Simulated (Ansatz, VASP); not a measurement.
## SnTe3 in VASP and in Ansatz

File INCAR:

```
SYSTEM = SnTe3
  PREC = Accurate
  ENCUT = 520
  EDIFF = 1E-6
  ISMEAR = -1
  SIGMA = 0.5
  LREAL = .False.
  LASPH = .True.
  NELM = 60
  ALGO = Normal
  ISIF = 2
  LWAVE = .False.
  LCHARG = .True.
  GGA = PE
  LELF = .True.
  LVHAR = .True.
  NBANDS = 24
```

Contents of KPOINTS:

```
regular mesh
0
Gamma
  10 10 10
  0 0 0
```

The input POSCAR:

```
SnTe3
1.0
    0.0000000000      3.8612190000      3.8612190000
    3.8612190000      0.0000000000      3.8612190000
    3.8612190000      3.8612190000      0.0000000000
Sn Te
1 3
Direct
    0.0000000000      0.0000000000      0.0000000000
    0.2500000000      0.2500000000      0.2500000000
    0.7500000000      0.7500000000      0.7500000000
    0.5000000000      0.5000000000      0.5000000000
```

Input for Ansatz:

```yaml
crystal:
  lattice:
    - [0.0, 3.861219, 3.861219]
    - [3.861219, 0.0, 3.861219]
    - [3.861219, 3.861219, 0.0]
  atoms:
    - { symbol: Sn, position: [0.0, 0.0, 0.0] }
    - { symbol: Te, position: [0.25, 0.25, 0.25] }
    - { symbol: Te, position: [0.75, 0.75, 0.75] }
    - { symbol: Te, position: [0.5, 0.5, 0.5] }
basis:
  ecutwfc: 420
kpoints:
  mp_grid: { grid: [10, 10, 10] }
hamiltonian:
  xc: pbe
scf:
  occupations: { method: fermi_dirac, width: 0.5 }
output:
  forces: true
  stress: true
  eigenvalues: true
```

Alike in both runs: task single point; functional PBE; k mesh 10 × 10 × 10; occupations fermi-dirac, width 0.5 eV; no spin polarisation.

|  | VASP | Ansatz |
| --- | --- | --- |
| version | VASP 6.6.1 | Ansatz 0.2.0 |
| potentials or method | VASP PAW PBE potentials, release 64 (Sn_d, Te), cutoff 520 eV | scalar-relativistic, plane waves, PAW |
| valence electrons in the cell | 32 | 62 |

|  | VASP | Ansatz | Ansatz less VASP |
| --- | --- | --- | --- |
| gap on the k mesh at the Fermi level (eV) | none | none | - |
| pressure (GPa) | 1.8 | 1.9 | +0.06 |

A gap of «none» marks a metal or a gap that the smearing closes. VASP's potentials hold 32 valence electrons a cell and Ansatz's 62, so a difference there can come from the potentials and not from the codes.

Neither program's run includes spin-orbit coupling.
